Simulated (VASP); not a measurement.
MnF2, 6 atoms in the cell. Symmetry: P4_2/mnm, No. 136, tetragonal system. The conventional cell has a = 4.873 Å, b = 4.873 Å, c = 3.310 Å, α = 90.00°, β = 90.00°, γ = 90.00°. Within 2.8 Å of Mn (site symmetry mmm) lie 6 F at 2.10 to 2.13 Å. F (site symmetry m2m) has 3 Mn at 2.10 to 2.13 Å and 1 F at 2.69 Å within 2.8 Å. 

- Program: VASP 6.6.1
- Task: single point
- Functional: LDA
- Potentials or basis: VASP PAW LDA potentials, release 64 (Mn_pv, F)
- Cutoff: 520 eV
- k mesh: 4 × 4 × 6
- Occupations: gaussian, width 0.05 eV
- Spin: collinear spin, ferromagnetic start
- Starting moments: [5.0, 5.0, 0.0, 0.0, 0.0, 0.0] μB
- Hubbard terms: Mn d U = 4.0 eV
- Dipole correction: no
- Further INCAR settings: ALGO = Normal; EDIFF = 1e-06; NBANDS = 40

Potentials or basis: VASP PAW LDA potentials, release 64 (Mn_pv, F).

Run with:

```bash
$ cat potpaw_LDA.64/Mn_pv/POTCAR potpaw_LDA.64/F/POTCAR > POTCAR
$ mpirun -np 1 vasp_std > vasp.out
```

Hardware: 1 thread of Intel(R) Xeon(R) Platinum 8488C (Sapphire Rapids) (shared host).

Problem. Estimate the wall time of this run.

Solution. Wall time 73 s on 1 thread of Intel(R) Xeon(R) Platinum 8488C (Sapphire Rapids) (shared host), peak memory 0.22 GiB. Counts: scf iterations 16, k points 24.
